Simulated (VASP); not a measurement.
**Te2Mo: single point with PBE**

Te2Mo:

```xyz
6
Lattice="3.3792 0.0000 0.0000 -1.6896 2.9265 0.0000 0.0000 0.0000 15.5848" Properties=species:S:1:pos:R:3 pbc="T T T"
Te    0.0000    1.9510    9.8355
Te    1.6896    0.9755    2.0431
Te    0.0000    1.9510   13.5418
Te    1.6896    0.9755    5.7493
Mo    0.0000    1.9510    3.8962
Mo    1.6896    0.9755   11.6886
```

This cell differs from its parent crystal: strain -0.050 along x and y, +0.025 along z.

```yaml
Program: VASP 6.6.1
Task: single point
Functional: PBE
Potentials_or_basis: VASP PAW PBE potentials, release 64 (Te, Mo_sv)
Cutoff: 520 eV
k_mesh: 12 × 12 × 2
Occupations: gaussian, width 0.05 eV
Spin: no spin polarisation
Dipole_correction: no
Further_INCAR_settings: ALGO = Normal; EDIFF = 1e-06; NBANDS = 35
```

```json
{"Pressure": "7.0 GPa", "Largest force": "0.362 eV/Å", "Band gap on the k mesh": "0.76 eV (least direct gap 1.18 eV)"}
```

Forces in eV/Å, atoms in the order of the input:
```
Te   0.000  0.000 -0.362
Te   0.000  0.000 -0.362
Te   0.000  0.000  0.362
Te   0.000  0.000  0.362
Mo   0.000  0.000  0.000
Mo   0.000  0.000  0.000
```

Stress tensor (GPa, compression positive):
```
9.06 0.00 0.00
0.00 9.06 0.00
0.00 0.00 2.82
```

Levels at points of the mesh, in eV from the valence-band top:
```tsv
k point	band 24	band 25	band 26	band 27	band 28	band 29
(0.00, 0.00, 0.00)	-0.76	-0.76	-0.72	3.50	3.50	3.53
(0.50, 0.00, 0.00)	-1.02	-0.08	0.00	1.62	1.68	1.69
(0.00, 0.00, 0.50)	-0.76	-0.76	-0.76	3.51	3.51	3.51
(0.50, 0.00, 0.50)	-1.04	-0.04	-0.04	1.69	1.69	1.75
```

Wall time 6.2 min on 1 thread of Intel Xeon 8259CL, with other jobs on the host, peak memory 0.38 GiB.

Caveat: the cell differs from its parent crystal (strain -0.050 along x and y, +0.025 along z); the stress differs along the axes, from 3 to 9 GPa; semilocal functionals underestimate gaps, and a narrow one can read as zero; spin-orbit coupling is left out, which moves the levels of the heavy elements; this functional lacks dispersion, which binds layers or chains, so the pressure and a relaxed spacing across them are unreliable. A k mesh can miss the band edges.
